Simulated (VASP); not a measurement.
HfC: single point with PBEsol

Crystal: HfC.

```xyz
4
Lattice="3.3578 0.0033 -0.0525 -1.6760 2.9269 0.0115 -0.0817 -0.0265 5.2509" Properties=species:S:1:pos:R:3 pbc="T T T"
Hf    1.7500    1.0961    4.0308
Hf   -0.1600    1.9966    1.2791
C     1.5573    2.8485    5.0104
C     1.5821    2.8488    2.5328
```

```json
{"Program": "VASP 6.6.1", "Task": "single point", "Functional": "PBEsol", "Potentials or basis": "VASP PAW PBE potentials, release 64 (Hf_pv, C)", "Cutoff": "520 eV", "k mesh": "5 × 5 × 3", "Occupations": "fermi-dirac, width 0.05 eV", "Spin": "no spin polarisation", "Dipole correction": "no", "Further INCAR settings": "ALGO = Normal; EDIFF = 1e-06; NBANDS = 22"}
```

```yaml
Pressure: -2.7 GPa
Largest_force: 6.256 eV/Å
Band_gap_on_the_k_mesh: zero (band 14 reaches 6.17 eV, above the bottom of band 15 at 5.75 eV)
```

Forces in eV/Å, atoms in the order of the input:
```
Hf  -2.631 -3.629 -4.364
Hf   1.286 -1.204  1.849
C    0.964  3.001  2.988
C    0.380  1.832 -0.473
```

Stress tensor (GPa, compression positive):
```
-6.38 -2.10  8.55
-2.10 -2.49  6.18
 8.55  6.18  0.84
```

Levels at points of the mesh, in eV from the Fermi level:
```
           k point  band 11  band 12  band 13  band 14  band 15  band 16  band 17  band 18
(0.00, 0.00, 0.00)    -2.96    -1.59    -0.62     0.36     1.22     1.78     1.91     3.02
```

Wall time 58 s on 1 thread of Intel Xeon 8259CL (shared host), peak memory 0.2 GiB.

Caveat: the k points lie up to 0.43 Å⁻¹ apart; the PAW data sets were made with another functional, which shifts forces and pressure a little; spin-orbit coupling is left out, which moves the levels of the heavy elements.
